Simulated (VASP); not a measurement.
AlNi: single point with PBE

AlNi:

```xyz
6
Lattice="0.0000 -2.8931 0.0000 0.0000 0.0000 -2.8931 9.6793 0.0000 0.0000" Properties=species:S:1:pos:R:3 pbc="T T T"
Al    7.9558    0.0000   -2.8931
Al    2.1697    0.0000   -2.8931
Al    5.0628    0.0000   -2.8931
Ni    0.7231   -1.4465   -1.4465
Ni    3.6162   -1.4465   -1.4465
Ni    6.5093   -1.4465   -1.4465
```

This cell differs from its parent crystal: the distance across one plane changed.

| Quantity | Value |
| --- | --- |
| Program | VASP 6.6.1 |
| Task | single point |
| Functional | PBE |
| Potentials or basis | VASP PAW PBE potentials, release 64 (Al, Ni) |
| Cutoff | 520 eV |
| k mesh | 20 × 20 × 7 |
| Occupations | gaussian, width 0.15 eV |
| Spin | no spin polarisation |

| Item | Value |
| --- | --- |
| Pressure | -6.5 GPa |
| Largest force | 1.140 eV/Å |
| Band gap on the k mesh | zero (an odd number of electrons rules out a gap without spin polarisation) |

Forces on the atoms (eV/Å):
```
Al   1.140  0.000  0.000
Al  -0.685  0.000  0.000
Al  -0.063  0.000  0.000
Ni  -0.660  0.000  0.000
Ni   0.103  0.000  0.000
Ni   0.164  0.000  0.000
```

Stress tensor (GPa, compression positive):
```
-8.36  0.00  0.00
 0.00 -5.63  0.00
 0.00  0.00 -5.63
```

Levels at points of the mesh, in eV from the Fermi level:
| k point | band 17 | band 18 | band 19 | band 20 | band 21 | band 22 |
| --- | --- | --- | --- | --- | --- | --- |
| (0.00, 0.00, 0.00) | -1.11 | -1.11 | -0.75 | -0.26 | 3.66 | 5.85 |
| (0.50, 0.00, 0.00) | -1.27 | -1.01 | -0.81 | -0.74 | -0.30 | 1.51 |
| (0.50, 0.50, 0.00) | -0.38 | 0.23 | 0.23 | 1.43 | 1.43 | 1.53 |

It took 21 min on 1 thread of Oxide Virtual Turin-like Processor (shared host), peak memory 0.53 GiB.

Caveat: the cell differs from its parent crystal (the distance across one plane changed); the cell stands under tension; forces of over 1 eV/Å act on the atoms, so gaps and moduli don't describe the material at rest. Spin polarisation is off, so any magnetic state and its effect on volume and gap are missing.
